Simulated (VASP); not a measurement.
# In (I4_1/amd) in VASP: notebook

Runs on In. Level: LDA. Tasks: single point.

Everything below comes from runs of VASP 6.6.1. Logs are shortened: lines on timing, memory, paths and dates and some standing lists are left out, and cuts for length are marked.

## 1. The cell of the first run

Symmetry: I4_1/amd, No. 141, tetragonal system. The conventional cell has a = 5.787 Å, b = 5.787 Å, c = 3.031 Å, α = 90.00°, β = 90.00°, γ = 90.00°. In (site symmetry -4m2) has 10 In at 2.99 to 3.68 Å within 3.9 Å.

## 2. Single point, LDA

INCAR

```
PREC = Accurate
ENCUT = 520
EDIFF = 1E-6
ISMEAR = -1
SIGMA = 0.1
LREAL = False
LASPH = True
NELM = 80
ALGO = Normal
ISIF = 2
LWAVE = False
LCHARG = True
GGA = CA
LELF = True
LVHAR = True
NBANDS = 20
```

KPOINTS

```
regular mesh
0
Gamma
  14 14 14
```

POSCAR

```
In
1.0
   -2.8934687795      2.8934687795      1.5156436073
    2.8934687795     -2.8934687795      1.5156436073
    2.8934687795      2.8934687795     -1.5156436073
In
2
Direct
   -0.3750000000     -0.1250000000     -0.2500000000
    0.3750000000      0.1250000000      0.2500000000
```

Potentials or basis: VASP PAW LDA potentials, release 64 (In_d).

Started as:

```bash
cat potpaw_LDA.64/In_d/POTCAR > POTCAR
mpirun -np 1 vasp_std > vasp.out
```

OUTCAR:

```text
PREC = Accurate
   ENCUT = 520
   EDIFF = 1E-6
   ISMEAR = -1
   LREAL = False
   LASPH = True
   NELM = 80
   ISIF = 2
   GGA = CA

 ion  position               nearest neighbor table
   1  0.625  0.875  0.750-   2 2.99   2 2.99   2 2.99   2 2.99   2 3.68   2 3.68   2 3.68   2 3.68

   2  0.375  0.125  0.250-   1 2.99   1 2.99   1 2.99   1 2.99   1 3.68   1 3.68   1 3.68   1 3.68

  LATTYP: Found a body centered tetragonal cell.
 ALAT       =     5.7869375590
 C/A-ratio  =     0.5238154350

  Lattice vectors:

 A1 = (  -2.8934687795,   2.8934687795,   1.5156436073)
 A2 = (   2.8934687795,  -2.8934687795,   1.5156436073)
 A3 = (   2.8934687795,   2.8934687795,  -1.5156436073)

Analysis of symmetry for initial positions (statically):
=====================================================================
 Subroutine PRICEL returns:
 Original cell was already a primitive cell.

 Routine SETGRP: Setting up the symmetry group for a
 body centered tetragonal supercell.

 Subroutine GETGRP returns: Found 16 space group operations
 (whereof  4 operations were pure point group operations)
 out of a pool of 16 trial point group operations.

The static configuration has the point symmetry C_2h.
 The point group associated with its full space group is D_4h.

Analysis of symmetry for dynamics (positions and initial velocities):
=====================================================================
 Subroutine PRICEL returns:
 Original cell was already a primitive cell.

 Routine SETGRP: Setting up the symmetry group for a
 body centered tetragonal supercell.

 Subroutine GETGRP returns: Found 16 space group operations
 (whereof  4 operations were pure point group operations)
 out of a pool of 16 trial point group operations.

The dynamic configuration has the point symmetry C_2h.
 The point group associated with its full space group is D_4h.

 Subroutine INISYM returns: Found 16 space group operations
 (whereof  4 operations are pure point group operations),
 and found     1 'primitive' translations

----------------------------------------------------------------------------------------

                                     Primitive cell

  volume of cell :      50.7569

  direct lattice vectors                    reciprocal lattice vectors
    -2.893468780  2.893468780  1.515643607     0.000000000  0.172802970  0.329892857
     2.893468780 -2.893468780  1.515643607     0.172802970  0.000000000  0.329892857
     2.893468780  2.893468780 -1.515643607     0.172802970  0.172802970  0.000000000

  length of vectors
     4.363656575  4.363656575  4.363656575     0.372411283  0.372411283  0.244380304

  position of ions in fractional coordinates (direct lattice)
     0.625000000  0.875000000  0.750000000
     0.375000000  0.125000000  0.250000000

  ion indices of the primitive-cell ions
   primitive index   ion index
                 1           1
                 2           2

----------------------------------------------------------------------------------------

 KPOINTS: regular mesh

Automatic generation of k-mesh.
 Grid dimensions read from file:
 generate k-points for:   14   14   14

 Generating k-lattice:

  Cartesian coordinates                     Fractional coordinates (reciprocal lattice)
     0.000000000  0.012343069  0.023563776     0.071428571  0.000000000  0.000000000
     0.012343069  0.000000000  0.023563776     0.000000000  0.071428571  0.000000000
     0.012343069  0.012343069  0.000000000     0.000000000  0.000000000  0.071428571

  Length of vectors
     0.026600806  0.026600806  0.017455736

  Shift w.r.t. Gamma in fractional coordinates (k-lattice)
     0.000000000  0.000000000  0.000000000

 Subroutine IBZKPT returns following result:
 ===========================================

 Found    244 irreducible k-points:

 Following reciprocal coordinates:
            Coordinates               Weight
  0.000000  0.000000  0.000000      1.000000
  0.071429 -0.000000  0.000000      8.000000
  0.142857  0.000000  0.000000      8.000000
  0.214286 -0.000000  0.000000      8.000000
  0.285714 -0.000000  0.000000      8.000000
  0.357143  0.000000 -0.000000      8.000000
[... 16 lines left out ...]
  0.214286  0.142857  0.000000     16.000000
  0.285714  0.142857  0.000000     16.000000
 [... further k-points ...]
   k-points           NKPTS =    244   k-points in BZ     NKDIM =    244   number of bands    NBANDS=     20
   number of dos      NEDOS =    301   number of ions     NIONS =      2
   total plane-waves  NPLWV =  32768
   dimension x,y,z NGX =    32 NGY =   32 NGZ =   32
   dimension x,y,z NGXF=    64 NGYF=   64 NGZF=   64
   ions per type =               2
   NGX,Y,Z   is equivalent  to a cutoff of  12.19, 12.19, 12.19 a.u.
   NGXF,Y,Z  is equivalent  to a cutoff of  24.38, 24.38, 24.38 a.u.
 SYSTEM =  unknown system
   PREC   = accura    normal or accurate (medium, high low for compatibility)
   ISTART =      0    job   : 0-new  1-cont  2-samecut
   ICHARG =      2    charge: 1-file 2-atom 10-const
   ISPIN  =      1    spin polarized calculation?
   LNONCOLLINEAR =      F non collinear calculations
   LSORBIT =      F    spin-orbit coupling
   LASPH  =      T    aspherical Exc in radial PAW
   ENCUT  =  520.0 eV  38.22 Ry    6.18 a.u.   8.11  8.11  8.11*2*pi/ulx,y,z
   NELM   =     80;   NELMIN=  2; NELMDL= -5     # of ELM steps
   EDIFF  = 0.1E-05   stopping-criterion for ELM
   LREAL  =      F    real-space projection
[... 7 lines left out ...]
   TEBEG  =    0.0;   TEEND  =   0.0 temperature during run
   PSTRESS=    0.0 pullay stress
   NELECT =      26.0000    total number of electrons
   NUPDOWN=      -1.0000    fix difference up-down
   EMIN   =  10.00;   EMAX   =-10.00  energy-range for DOS
   EFERMI =   0.00;   METHOD = LEGACY
   ISMEAR =    -1;   SIGMA  =   0.10  broadening in eV -4-tet -1-fermi 0-gaus
   EFERMI_NEDOS =   21; number of points for ismear=-14 and -15
   IALGO  =     38    algorithm
   IMIX   =      4    mixing-type and parameters
     AMIX     =   0.40;   BMIX     =  1.00
     AMIX_MAG =   1.60;   BMIX_MAG =  1.00
  volume/ion in A,a.u.               =      25.38       171.26
  Fermi-wavevector in a.u.,A,eV,Ry     =   1.309889  2.475331 23.344990  1.715808
  Thomas-Fermi vector in A             =   2.440457
   LORBIT       =      0    0 simple, 1 ext, 2 COOP (PROOUT), +10 PAW based schemes
   GGA     = CA    functional components
   LHFCALC =     F    Hartree Fock is set to
   AEXX    =    0.0000 exact exchange contribution
   IVDW    =     0    specifies the selected vdW correction
   LEPSILON=     F    determine dielectric tensor
   LRPA    =     F    only Hartree local field effects (RPA)
 non-spin polarized calculation
  energy-cutoff  :      520.00
  volume of cell :       50.76
 maximum number of plane-waves:      1386
   NGX = 17   NGY = 17   NGZ = 17

 number of electron      25.9999981 magnetization

 Free energy of the ion-electron system (eV)
  ---------------------------------------------------
  ext. energy  EPLUGINS =         0.00000000
  ---------------------------------------------------
  free energy    TOTEN  =        -6.34619774 eV

  energy without entropy =       -6.31152119  energy(sigma->0) =       -6.32885946

 E-fermi :   7.4602     XC(G=0): -10.6236

 val. band max:        7.4554010797   @ k =   0.4286   0.2143   0.1429
 cond. band min:       7.4679144974   @ k =  -0.3571  -0.3571   0.2857
 fundamental gap:      0.0125134177
 Fermi energy:         7.4602200762

 k-point     1 :       0.0000    0.0000    0.0000
  band No.  band energies     occupation
      1      -7.5311      2.00000
      2      -7.4174      2.00000
      3      -7.3600      2.00000
      4      -7.3515      2.00000
      5      -6.8906      2.00000
      6      -6.8906      2.00000
[... 12 lines left out ...]
     19      17.9861      0.00000
     20      19.2536      0.00000

 k-point     2 :       0.0714   -0.0000    0.0000
  band No.  band energies     occupation
      1      -7.5251      2.00000
      2      -7.3909      2.00000
      3      -7.3412      2.00000
      4      -7.3247      2.00000
      5      -6.9201      2.00000
      6      -6.9182      2.00000
[... 12 lines left out ...]
     19      16.9302      0.00000
     20      19.0873      0.00000

 k-point     3 :       0.1429    0.0000    0.0000
  band No.  band energies     occupation
      1      -7.5046      2.00000
      2      -7.3193      2.00000
      3      -7.3124      2.00000
      4      -7.2328      2.00000
      5      -6.9778      2.00000
      6      -6.9616      2.00000
[... 12 lines left out ...]
     19      15.8067      0.00000
     20      17.6717      0.00000

 k-point     4 :       0.2143   -0.0000    0.0000
  band No.  band energies     occupation
      1      -7.4719      2.00000
      2      -7.2716      2.00000
      3      -7.2328      2.00000
      4      -7.1278      2.00000
      5      -7.0477      2.00000
      6      -6.9821      2.00000
[... 12 lines left out ...]
     19      15.0283      0.00000
     20      17.0015      0.00000

 k-point     5 :       0.2857   -0.0000    0.0000
  band No.  band energies     occupation
      1      -7.4376      2.00000
      2      -7.2357      2.00000
      3      -7.1897      2.00000
      4      -7.1083      2.00000
      5      -7.1069      2.00000
      6      -6.9756      2.00000
[... 12 lines left out ...]
     19      14.5027      0.00000
     20      16.2864      0.00000
[... 353 lines left out ...]
      6      -6.8879      2.00000
[... 12 lines left out ...]
     19      17.8530      0.00000
     20      19.6551      0.00000

 k-point    22 :       0.1429    0.1429    0.0000
  band No.  band energies     occupation
      1      -7.4573      2.00000
      2      -7.2466      2.00000
      3      -7.1918      2.00000
      4      -7.1012      2.00000
      5      -7.0390      2.00000
      6      -7.0196      2.00000
[... 12 lines left out ...]
     19      14.2001      0.00000
     20      16.6312      0.00000

 k-point    23 :       0.2143    0.1429    0.0000
  band No.  band energies     occupation
      1      -7.4369      2.00000
      2      -7.2371      2.00000
      3      -7.2093      2.00000
      4      -7.1108      2.00000
      5      -7.0887      2.00000
      6      -7.0464      2.00000
[... 12 lines left out ...]
     19      14.9579      0.00000
     20      16.4821      0.00000

 k-point    24 :       0.2857    0.1429    0.0000
  band No.  band energies     occupation
      1      -7.4270      2.00000
      2      -7.2753      2.00000
      3      -7.1842      2.00000
      4      -7.1533      2.00000
      5      -7.0862      2.00000
      6      -7.0740      2.00000
[... 12 lines left out ...]
     19      16.1804      0.00000
     20      16.5351      0.00000

 [... further k-points ...]

------------------------ aborting loop because EDIFF is reached ----------------------------------------

  FORCE on cell =-STRESS in cart. coord.  units (eV):
  Direction    XX          YY          ZZ          XY          YZ          ZX
  --------------------------------------------------------------------------------------
  -------------------------------------------------------------------------------------
  Total        0.1166849      0.1166849      0.1125609      0.0000000      0.0000000      0.0000000
  in kB        3.6832460      3.6832460      3.5530683      0.0000000      0.0000000      0.0000000
  external PRESSURE =       3.6398535 kB  Pullay stress =       0.0000000 kB

 VOLUME and BASIS-vectors are now :
 -----------------------------------------------------------------------------
  energy-cutoff  :      520.00
  volume of cell :       50.76
      direct lattice vectors                 reciprocal lattice vectors
    -2.893468780  2.893468780  1.515643607     0.000000000  0.172802970  0.329892857
     2.893468780 -2.893468780  1.515643607     0.172802970  0.000000000  0.329892857
     2.893468780  2.893468780 -1.515643607     0.172802970  0.172802970  0.000000000

 POSITION                                       TOTAL-FORCE (eV/Angst)
 -----------------------------------------------------------------------------------
      2.89347      1.44673      1.13673         0.000000      0.000000     -0.000000
      0.00000      1.44673      0.37891        -0.000000     -0.000000      0.000000
 -----------------------------------------------------------------------------------
    total drift:                                0.000000     -0.000000      0.000000

  FREE ENERGIE OF THE ION-ELECTRON SYSTEM (eV)
  ---------------------------------------------------
  free  energy   TOTEN  =        -6.3461977352 eV

  energy  without entropy=       -6.3115211856  energy(sigma->0) =       -6.32885946
```

Run time: 82 s. Hardware: 1 thread of AMD EPYC 9R45 (Zen 5), shared host; peak memory 0.27 GiB.

Results:

| Quantity | Value |
| --- | --- |
| Free energy | -6.3462 eV |
| Pressure | 0.4 GPa |
| Band gap on the k mesh | zero (bands 13 and 14 overlap by 6.42 eV) |

Levels at points of the mesh, in eV from the Fermi level:
```csv
k point,band 10,band 11,band 12,band 13,band 14,band 15,band 16,band 17
"(0.00, 0.00, 0.00)",-14.02,-9.79,-0.90,-0.59,-0.59,4.16,8.23,8.23
"(0.50, 0.00, 0.00)",-14.07,-4.34,-3.68,-0.13,0.28,0.74,3.89,5.02
"(0.50, 0.50, 0.00)",-14.24,-7.36,-7.36,2.35,2.35,3.48,3.48,8.97
"(0.50, 0.50, 0.50)",-14.33,-5.45,-5.45,-3.80,-3.80,8.12,8.12,11.96
```

Caveat: spin-orbit coupling is left out, which moves the levels of the heavy elements.

## 3. Single point, LDA

INCAR

```
SYSTEM = In
ALGO = Normal
EDIFF = 1E-6
ENCUT = 520
GGA = CA
ISIF = 2
ISMEAR = -1
LASPH = .True.
LCHARG = .True.
LELF = .True.
LREAL = .False.
LVHAR = .True.
LWAVE = .False.
NBANDS = 20
NELM = 60
PREC = Accurate
SIGMA = 0.1
```

KPOINTS

```
k-points
0
Gamma
  14 14 14
  0 0 0
```

POSCAR is that of step 2.

Potentials or basis: VASP PAW LDA potentials, release 64 (In_d).

Started as:

```bash
cat potpaw_LDA.64/In_d/POTCAR > POTCAR
mpirun -np 1 vasp_std > vasp.out
```

Run time: 85 s. Hardware: 1 thread of AMD EPYC 9R45 (Zen 5), shared host; peak memory 0.27 GiB.

The run converged. Its results:

```
Free energy            : -6.3462 eV
Pressure               : 0.4 GPa
Band gap on the k mesh : zero (bands 13 and 14 overlap by 6.42 eV)
```

Levels at points of the mesh, in eV from the Fermi level:
```
           k point  band 9  band 10  band 11  band 12  band 13  band 14  band 15  band 16  band 17  band 18
(0.00, 0.00, 0.00)  -14.21   -14.02    -9.79    -0.90    -0.59    -0.59     4.16     8.23     8.23    10.49
(0.50, 0.00, 0.00)  -14.17   -14.07    -4.34    -3.68    -0.13     0.28     0.74     3.89     5.02     7.33
(0.50, 0.50, 0.00)  -14.24   -14.24    -7.36    -7.36     2.35     2.35     3.48     3.48     8.97     8.97
(0.50, 0.50, 0.50)  -14.33   -14.33    -5.45    -5.45    -3.80    -3.80     8.12     8.12    11.96    11.96
```

Caveat: spin-orbit coupling is left out, which moves the levels of the heavy elements.
